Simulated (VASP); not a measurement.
# TaAs: relaxation of shape and atoms at fixed volume with PBE

Crystal: TaAs.

```
Ta As
1.0
    -1.75220    1.75220    5.95843
     1.75220   -1.75220    5.95843
     1.75220    1.75220   -5.95843
Ta As
2 2
Direct
  0.50005 0.00005 0.50000
  0.75005 0.75005 0.00000
  0.08255 0.58255 0.50000
  0.33255 0.33255 0.00000
```

| Quantity | Value |
| --- | --- |
| Program | VASP 6.6.1 |
| Task | relaxation of shape and atoms at fixed volume |
| Functional | PBE |
| Potentials or basis | VASP PAW PBE potentials, release 64 (Ta_pv, As) |
| Cutoff | 500 eV |
| k mesh | 16 × 16 × 16 |
| Occupations | gaussian, width 0.05 eV |
| Spin | no spin polarisation |
| Dipole correction | no |
| Further INCAR settings | ALGO = Normal; EDIFF = 1e-07; IBRION = 2; EDIFFG = -0.01; NSW = 60; ISIF = 4 |

```yaml
Energy_gained_by_relaxing: 0.0 meV/atom
Ionic_steps: 5
Pressure_after_relaxing: -5.9 GPa
Band_gap_on_the_k_mesh: zero (bands 16 and 17 overlap by 0.06 eV)
```

Step by step:
```tsv
step	energy change (eV)	largest force (eV/Å)	pressure (GPa)	volume (Å³)
1	0.0000	0.0065	-5.99	73.17
2	-0.0001	0.0107	-5.96	73.17
3	-0.0001	0.0118	-5.95	73.17
4	-0.0001	0.0120	-5.95	73.17
5	-0.0002	0.0009	-5.94	73.17
```

Final structure:
```
Ta As
1.0
    -1.75062    1.75062    5.96921
     1.75062   -1.75062    5.96921
     1.75062    1.75062   -5.96921
Ta As
2 2
Cartesian
  1.7506 0.0000 5.9687
  0.0000 0.0000 8.9533
  1.7506 0.0000 0.9866
  0.0000 0.0000 3.9712
```

Levels at points of the mesh, in eV from the Fermi level:
| k point | band 13 | band 14 | band 15 | band 16 | band 17 | band 18 | band 19 | band 20 |
| --- | --- | --- | --- | --- | --- | --- | --- | --- |
| (0.00, 0.00, 0.00) | -2.21 | -1.84 | -1.60 | -1.60 | 0.84 | 1.45 | 2.16 | 2.87 |
| (0.50, 0.00, 0.00) | -2.35 | -2.27 | -1.49 | -0.30 | 0.11 | 1.28 | 2.07 | 2.27 |
| (0.50, 0.50, 0.00) | -3.12 | -3.12 | -1.10 | -1.10 | 2.59 | 2.59 | 2.83 | 2.83 |
| (0.50, 0.50, 0.50) | -2.62 | -2.62 | -0.97 | -0.97 | 1.13 | 1.13 | 2.11 | 2.11 |

It took 58 min on 1 thread of Oxide Virtual Turin-like Processor, with other jobs on the host, peak memory 0.65 GiB.

Caveat: spin-orbit coupling is left out, which moves the levels of the heavy elements.
